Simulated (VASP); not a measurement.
# Ta (P6_3/mmc) in VASP: further runs

Ta is run at these levels: r2SCAN; tasks: single point, relaxation of cell and atoms.

Everything below comes from runs of VASP 6.6.1. Logs are shortened: lines on timing, memory, paths and dates and some standing lists are left out, and cuts for length are marked.

## 1. The cell of the first run

The structure is hexagonal, space group P6_3/mmc (No. 194). Conventional cell: a = 2.896 Å, b = 2.896 Å, c = 5.177 Å, α = 90.00°, β = 90.00°, γ = 120.00°. Ta (site symmetry -6m2) has 12 Ta at 2.90 to 3.08 Å within 3.8 Å.

## 2. Single point, r2SCAN

Input file POSCAR:

```
Ta
1.0
    2.8957273493      0.0000000000      0.0000000000
   -1.4478636746      2.5077734469      0.0000000000
    0.0000000000      0.0000000000      5.1767392934
Ta
2
Direct
    0.3333333333      0.6666666667      0.2500000000
    0.6666666667      0.3333333333      0.7500000000
```

Input file INCAR.step1:

```
PREC = Accurate
ENCUT = 520
ISMEAR = -1
SIGMA = 0.1
LREAL = False
LASPH = True
NELM = 60
NBANDS = 18
GGA = PE
ALGO = Normal
EDIFF = 1E-4
LWAVE = True
LCHARG = False
```

Input file INCAR.step2:

```
PREC = Accurate
ENCUT = 520
EDIFF = 1E-6
ISMEAR = -1
SIGMA = 0.1
LREAL = False
LASPH = True
NELM = 60
ALGO = Normal
ISIF = 2
LWAVE = False
LCHARG = False
METAGGA = R2SCAN
LMIXTAU = True
NBANDS = 18
ISTART = 1
```

Input file KPOINTS:

```
regular mesh
0
Gamma
  9 9 5
```

Potentials or basis: VASP PAW PBE potentials, release 64 (Ta_pv).

Command:

```console
$ cat potpaw_PBE.64/Ta_pv/POTCAR > POTCAR
$ cp INCAR.step1 INCAR
$ mpirun -np 1 vasp_std > vasp.out
$ cp INCAR.step2 INCAR
$ mpirun -np 1 vasp_std > vasp.out
```

OUTCAR:

```text
PREC = Accurate
   ENCUT = 520
   EDIFF = 1E-6
   ISMEAR = -1
   LREAL = False
   LASPH = True
   NELM = 60
   ISIF = 2
   METAGGA = R2SCAN
   ISTART = 1

 ion  position               nearest neighbor table
   1  0.333  0.667  0.250-   2 3.08   2 3.08   2 3.08   2 3.08   2 3.08   2 3.08
   2  0.667  0.333  0.750-   1 3.08   1 3.08   1 3.08   1 3.08   1 3.08   1 3.08

  LATTYP: Found a hexagonal cell.
 ALAT       =     2.8957273493
 C/A-ratio  =     1.7877164073

  Lattice vectors:

 A1 = (   2.8957273493,   0.0000000000,   0.0000000000)
 A2 = (  -1.4478636746,   2.5077734469,   0.0000000000)
 A3 = (   0.0000000000,   0.0000000000,   5.1767392934)

Analysis of symmetry for initial positions (statically):
=====================================================================
 Subroutine PRICEL returns:
 Original cell was already a primitive cell.

 Routine SETGRP: Setting up the symmetry group for a
 hexagonal supercell.

 Subroutine GETGRP returns: Found 24 space group operations
 (whereof 12 operations were pure point group operations)
 out of a pool of 24 trial point group operations.

The static configuration has the point symmetry D_3d.
 The point group associated with its full space group is D_6h.

Analysis of symmetry for dynamics (positions and initial velocities):
=====================================================================
 Subroutine PRICEL returns:
 Original cell was already a primitive cell.

 Routine SETGRP: Setting up the symmetry group for a
 hexagonal supercell.

 Subroutine GETGRP returns: Found 24 space group operations
 (whereof 12 operations were pure point group operations)
 out of a pool of 24 trial point group operations.

The dynamic configuration has the point symmetry D_3d.
 The point group associated with its full space group is D_6h.

 Subroutine INISYM returns: Found 24 space group operations
 (whereof 12 operations are pure point group operations),
 and found     1 'primitive' translations

----------------------------------------------------------------------------------------

                                     Primitive cell

  volume of cell :      37.5926

  direct lattice vectors                    reciprocal lattice vectors
     2.895727349  0.000000000  0.000000000     0.345336380  0.199380052  0.000000000
    -1.447863675  2.507773447  0.000000000     0.000000000  0.398760104  0.000000000
     0.000000000  0.000000000  5.176739293     0.000000000  0.000000000  0.193171791

  length of vectors
     2.895727349  2.895727349  5.176739293     0.398760104  0.398760104  0.193171791

  position of ions in fractional coordinates (direct lattice)
     0.333333333  0.666666667  0.250000000
     0.666666667  0.333333333  0.750000000

  ion indices of the primitive-cell ions
   primitive index   ion index
                 1           1
                 2           2

----------------------------------------------------------------------------------------

 KPOINTS: regular mesh

Automatic generation of k-mesh.
 Grid dimensions read from file:
 generate k-points for:    9    9    5

 Generating k-lattice:

  Cartesian coordinates                     Fractional coordinates (reciprocal lattice)
     0.038370709  0.022153339  0.000000000     0.111111111 -0.000000000  0.000000000
     0.000000000  0.044306678  0.000000000     0.000000000  0.111111111  0.000000000
     0.000000000  0.000000000  0.038634358     0.000000000  0.000000000  0.200000000

  Length of vectors
     0.044306678  0.044306678  0.038634358

  Shift w.r.t. Gamma in fractional coordinates (k-lattice)
     0.000000000  0.000000000  0.000000000

 Subroutine IBZKPT returns following result:
 ===========================================

 Found     36 irreducible k-points:

 Following reciprocal coordinates:
            Coordinates               Weight
  0.000000  0.000000  0.000000      1.000000
  0.111111  0.000000  0.000000      6.000000
  0.222222  0.000000  0.000000      6.000000
  0.333333  0.000000  0.000000      6.000000
  0.444444  0.000000  0.000000      6.000000
  0.111111  0.111111  0.000000      6.000000
[... 16 lines left out ...]
  0.333333  0.222222  0.200000     24.000000
  0.333333  0.333333  0.200000      4.000000
 [... further k-points ...]
   k-points           NKPTS =     36   k-points in BZ     NKDIM =     36   number of bands    NBANDS=     18
   number of dos      NEDOS =    301   number of ions     NIONS =      2
   total plane-waves  NPLWV =  23040
   dimension x,y,z NGX =    24 NGY =   24 NGZ =   40
   dimension x,y,z NGXF=    48 NGYF=   48 NGZF=   80
   ions per type =               2
   NGX,Y,Z   is equivalent  to a cutoff of  13.78, 13.78, 12.85 a.u.
   NGXF,Y,Z  is equivalent  to a cutoff of  27.56, 27.56, 25.69 a.u.
 SYSTEM =  unknown system
   PREC   = accura    normal or accurate (medium, high low for compatibility)
   ISTART =      1    job   : 0-new  1-cont  2-samecut
   ICHARG =      0    charge: 1-file 2-atom 10-const
   ISPIN  =      1    spin polarized calculation?
   LNONCOLLINEAR =      F non collinear calculations
   LSORBIT =      F    spin-orbit coupling
   LASPH  =      T    aspherical Exc in radial PAW
   ENCUT  =  520.0 eV  38.22 Ry    6.18 a.u.   5.38  5.38  9.63*2*pi/ulx,y,z
   NELM   =     60;   NELMIN=  2; NELMDL=  0     # of ELM steps
   EDIFF  = 0.1E-05   stopping-criterion for ELM
   LREAL  =      F    real-space projection
   EDIFFG = 0.1E-04   stopping-criterion for IOM
   NSW    =      0    number of steps for IOM
   IBRION =     -1    ionic relax: 0-MD 1-quasi-New 2-CG
   NFREE  =      0    steps in history (QN), initial steepest desc. (CG)
   ISIF   =      2    stress and relaxation
   ISYM   =      2    0-nonsym 1-usesym 2-fastsym
   POTIM  = 0.5000    time-step for ionic-motion
   TEBEG  =    0.0;   TEEND  =   0.0 temperature during run
   PSTRESS=    0.0 pullay stress
   NELECT =      22.0000    total number of electrons
   NUPDOWN=      -1.0000    fix difference up-down
   EMIN   =  10.00;   EMAX   =-10.00  energy-range for DOS
   EFERMI =   0.00;   METHOD = LEGACY
   ISMEAR =    -1;   SIGMA  =   0.10  broadening in eV -4-tet -1-fermi 0-gaus
   EFERMI_NEDOS =   21; number of points for ismear=-14 and -15
   IALGO  =     38    algorithm
   IMIX   =      4    mixing-type and parameters
     AMIX     =   0.40;   BMIX     =  1.00
     AMIX_MAG =   1.60;   BMIX_MAG =  1.00
  volume/ion in A,a.u.               =      18.80       126.84
  Fermi-wavevector in a.u.,A,eV,Ry     =   1.369352  2.587699 25.512608  1.875124
  Thomas-Fermi vector in A             =   2.495235
   LORBIT       =      0    0 simple, 1 ext, 2 COOP (PROOUT), +10 PAW based schemes
   METAGGA = R2SCAN    functional components
   LHFCALC =     F    Hartree Fock is set to
   AEXX    =    0.0000 exact exchange contribution
   IVDW    =     0    specifies the selected vdW correction
   LEPSILON=     F    determine dielectric tensor
   LRPA    =     F    only Hartree local field effects (RPA)
 non-spin polarized calculation
  energy-cutoff  :      520.00
  volume of cell :       37.59
 maximum number of plane-waves:      1040
 NGX is ok and might be reduce to    24
   NGX = 11   NGY = 11   NGZ = 19

 number of electron      22.0000002 magnetization

 Free energy of the ion-electron system (eV)
  ---------------------------------------------------
  ext. energy  EPLUGINS =         0.00000000
  ---------------------------------------------------
  free energy    TOTEN  =       -96.58644967 eV

  energy without entropy =      -96.49672355  energy(sigma->0) =      -96.54158661

 E-fermi :   5.4511     XC(G=0): -13.5047

 val. band max:        5.4216709279   @ k =   0.2222   0.2222   0.0000
 cond. band min:       5.4633658663   @ k =   0.2222   0.0000   0.4000
 fundamental gap:      0.0416949384
 Fermi energy:         5.4511093567

 k-point     1 :       0.0000    0.0000    0.0000
  band No.  band energies     occupation
      1     -30.3310      2.00000
      2     -29.4816      2.00000
      3     -29.3595      2.00000
      4     -29.3595      2.00000
      5     -29.2766      2.00000
      6     -29.2766      2.00000
[... 10 lines left out ...]
     17      10.9376      0.00000
     18      10.9376      0.00000

 k-point     2 :       0.1111    0.0000    0.0000
  band No.  band energies     occupation
      1     -30.2899      2.00000
      2     -29.4925      2.00000
      3     -29.4860      2.00000
      4     -29.4120      2.00000
      5     -29.3950      2.00000
      6     -29.3011      2.00000
[... 10 lines left out ...]
     17      11.1066      0.00000
     18      11.8165      0.00000

 k-point     3 :       0.2222    0.0000    0.0000
  band No.  band energies     occupation
      1     -30.1785      2.00000
      2     -29.8237      2.00000
      3     -29.7390      2.00000
      4     -29.5038      2.00000
      5     -29.4815      2.00000
      6     -29.3647      2.00000
[... 10 lines left out ...]
     17      11.3021      0.00000
     18      13.4850      0.00000

 k-point     4 :       0.3333    0.0000    0.0000
  band No.  band energies     occupation
      1     -30.1893      2.00000
      2     -30.0880      2.00000
      3     -30.0304      2.00000
      4     -29.5760      2.00000
      5     -29.5444      2.00000
      6     -29.4384      2.00000
[... 10 lines left out ...]
     17      11.3452      0.00000
     18      13.6600      0.00000

 k-point     5 :       0.4444    0.0000    0.0000
  band No.  band energies     occupation
      1     -30.4207      2.00000
      2     -30.3055      2.00000
      3     -29.9038      2.00000
      4     -29.6361      2.00000
      5     -29.6001      2.00000
      6     -29.4866      2.00000
[... 10 lines left out ...]
     17      12.0962      0.00000
     18      13.6092      0.00000

 k-point     6 :       0.1111    0.1111    0.0000
  band No.  band energies     occupation
      1     -30.2136      2.00000
      2     -29.6964      2.00000
      3     -29.6565      2.00000
      4     -29.4971      2.00000
      5     -29.4493      2.00000
      6     -29.3665      2.00000
[... 10 lines left out ...]
     17      11.0577      0.00000
     18      13.1707      0.00000

 k-point     7 :       0.2222    0.1111    0.0000
  band No.  band energies     occupation
      1     -30.0828      2.00000
      2     -30.0188      2.00000
      3     -29.9598      2.00000
      4     -29.5707      2.00000
      5     -29.5272      2.00000
      6     -29.4644      2.00000
[... 10 lines left out ...]
     17      10.9577      0.00000
     18      13.9081      0.00000

 k-point     8 :       0.3333    0.1111    0.0000
  band No.  band energies     occupation
      1     -30.3027      2.00000
      2     -30.2025      2.00000
      3     -29.9391      2.00000
      4     -29.6815      2.00000
      5     -29.5815      2.00000
      6     -29.5466      2.00000
[... 10 lines left out ...]
     17      12.1931      0.00000
     18      14.4160      0.00000
[... 229 lines left out ...]
     17      10.8496      0.00000
     18      12.8388      0.00000

 k-point    20 :       0.3333    0.1111    0.2000
  band No.  band energies     occupation
      1     -30.3196      2.00000
      2     -30.2355      2.00000
      3     -29.8772      2.00000
      4     -29.6729      2.00000
      5     -29.6010      2.00000
      6     -29.5456      2.00000
[... 10 lines left out ...]
     17      12.3288      0.00000
     18      13.4236      0.00000

 k-point    21 :       0.4444    0.1111    0.2000
  band No.  band energies     occupation
      1     -30.4228      2.00000
      2     -30.3275      2.00000
      3     -29.8269      2.00000
      4     -29.6988      2.00000
      5     -29.6445      2.00000
      6     -29.5731      2.00000
[... 10 lines left out ...]
     17      13.0448      0.00000
     18      14.1675      0.00000

 k-point    22 :       0.2222    0.2222    0.2000
  band No.  band energies     occupation
      1     -30.1911      2.00000
      2     -30.1876      2.00000
      3     -29.8775      2.00000
      4     -29.7485      2.00000
      5     -29.6455      2.00000
      6     -29.5701      2.00000
[... 10 lines left out ...]
     17      12.4797      0.00000
     18      13.8456      0.00000

 k-point    23 :       0.3333    0.2222    0.2000
  band No.  band energies     occupation
      1     -30.2947      2.00000
      2     -30.2217      2.00000
      3     -29.9125      2.00000
      4     -29.8134      2.00000
      5     -29.7439      2.00000
      6     -29.6184      2.00000
[... 10 lines left out ...]
     17      13.7879      0.00000
     18      14.1996      0.00000

 k-point    24 :       0.3333    0.3333    0.2000
  band No.  band energies     occupation
      1     -30.1572      2.00000
      2     -30.1179      2.00000
      3     -30.1179      2.00000
      4     -29.9862      2.00000
      5     -29.6839      2.00000
      6     -29.6839      2.00000
[... 10 lines left out ...]
     17      13.4091      0.00000
     18      13.4091      0.00000

 [... further k-points ...]
[... 5 lines left out ...]
  --------------------------------------------------------------------------------------
  -------------------------------------------------------------------------------------
  Total       -0.5596370     -0.5596370     -0.5195390     -0.0000000      0.0000000     -0.0000000
  in kB      -23.8514493    -23.8514493    -22.1424927     -0.0000000      0.0000000     -0.0000000
  external PRESSURE =     -23.2817971 kB  Pullay stress =       0.0000000 kB

 VOLUME and BASIS-vectors are now :
 -----------------------------------------------------------------------------
  energy-cutoff  :      520.00
  volume of cell :       37.59
      direct lattice vectors                 reciprocal lattice vectors
     2.895727349  0.000000000  0.000000000     0.345336380  0.199380052  0.000000000
    -1.447863675  2.507773447  0.000000000     0.000000000  0.398760104  0.000000000
     0.000000000  0.000000000  5.176739293     0.000000000  0.000000000  0.193171791

 POSITION                                       TOTAL-FORCE (eV/Angst)
 -----------------------------------------------------------------------------------
     -0.00000      1.67185      1.29418        -0.000000     -0.000000      0.000000
      1.44786      0.83592      3.88255         0.000000      0.000000      0.000000
 -----------------------------------------------------------------------------------
    total drift:                               -0.000000      0.000000     -0.000000

  FREE ENERGIE OF THE ION-ELECTRON SYSTEM (eV)
  ---------------------------------------------------
  free  energy   TOTEN  =       -96.5864496682 eV

  energy  without entropy=      -96.4967235454  energy(sigma->0) =      -96.54158661
```

Wall time 70 s (1 thread of Intel Xeon Platinum 8559C (Emerald Rapids), shared host); peak memory 0.17 GiB.

Results:

```yaml
Free_energy: -96.5864 eV
Pressure: -2.3 GPa
Band_gap_on_the_k_mesh: zero (band 11 reaches 6.29 eV, above the bottom of band 12 at 4.73 eV)
```

Levels at points of the mesh, in eV from the Fermi level:
| k point | band 7 | band 8 | band 9 | band 10 | band 11 | band 12 | band 13 | band 14 | band 15 | band 16 |
| --- | --- | --- | --- | --- | --- | --- | --- | --- | --- | --- |
| (0.00, 0.00, 0.00) | -8.62 | -5.17 | -0.62 | -0.38 | 0.70 | 0.70 | 1.28 | 1.28 | 3.30 | 3.30 |

Caveat: the PAW data sets were made with another functional, which shifts forces and pressure a little; spin-orbit coupling is left out, which moves the levels of the heavy elements.

(Part 1 of 2 ends here.)
